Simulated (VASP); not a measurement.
Input of a VASP 6.6.1 run:

INCAR

```
  PREC = Accurate
  ENCUT = 600
  EDIFF = 1E-6
  ISMEAR = 0
  SIGMA = 0.1
  LREAL = False
  LASPH = True
  NELM = 60
  ALGO = Normal
  ISIF = 3
  LWAVE = False
  LCHARG = False
  GGA = PE
  IBRION = 2
  NSW = 100
  EDIFFG = -0.01
```

File KPOINTS:

```
Automatic mesh
0
Gamma
  18 18 18
```

Contents of POSCAR:

```
Ge
1.0
    0.0000000000      2.0410391956      2.4401834143
    1.9490815133      0.0000000000      2.4401834143
    1.9490815133      2.0410391956      0.0000000000
Ge
1
Direct
    0.0000000000      0.0000000000      0.0000000000
```

Potentials or basis: VASP PAW PBE potentials, release 64 (Ge_d).

The run is started by

```bash
$ cat potpaw_PBE.64/Ge_d/POTCAR > POTCAR
$ mpirun -np 1 vasp_std > vasp.out
```

(1) Estimate the relaxed volume.

(2) Predict the band gap on the k mesh.

(3) What does it give for the space group after relaxing (to 0.1 Å)?

(4) Predict the relaxed cell.

Answers

(1) 19.57 Å³/atom.

(2) zero (bands 7 and 8 overlap by 11.22 eV).

(3) Fmmm (No. 69).

(4) a = 3.121 Å, b = 3.094 Å, c = 2.892 Å, α = 62.75°, β = 61.80°, γ = 55.44°.
